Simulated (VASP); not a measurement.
The system is Sb.

```
CELL_PARAMETERS angstrom
3.16000 0.00000 0.00000
0.00000 3.16000 0.00000
0.00000 0.00000 3.16000
ATOMIC_POSITIONS crystal
Sb 0.00000 0.00000 0.00000
```

```yaml
Program: VASP 6.6.1
Task: relaxation of cell and atoms
Functional: BLYP
Dispersion: D4
Potentials_or_basis: VASP PAW PBE potentials, release 64 (Sb)
Cutoff: 600 eV
k_mesh: 8 × 8 × 8
Occupations: fermi-dirac, width 0.05 eV
Spin: no spin polarisation
```

At the start: pressure -2.9 GPa; volume 31.55 Å³/atom.

Question: Where does the relaxation end?

Answer: Over 3 steps the energy falls by 16.5 meV/atom and the volume is 29.84 Å³/atom (-5.4 %); space group Pm-3m (No. 221, to 0.05 Å).

The path:
```
step  energy change (eV)  largest force (eV/Å)  pressure (GPa)  volume (Å³)
   1              0.0000                0.0000           -2.92        31.55
   2             -0.0119                0.0000            1.83        29.00
   3             -0.0165                0.0000            0.00        29.84
```

Final structure:
```
Sb
1.0
     3.10167    0.00000    0.00000
     0.00000    3.10167    0.00000
     0.00000    0.00000    3.10167
Sb
1
Cartesian
  0.0000 0.0000 0.0000
```

Caveat: the PAW data sets were made with another functional, which shifts forces and pressure a little; pairwise dispersion overbinds metals, which lowers pressure and volume.
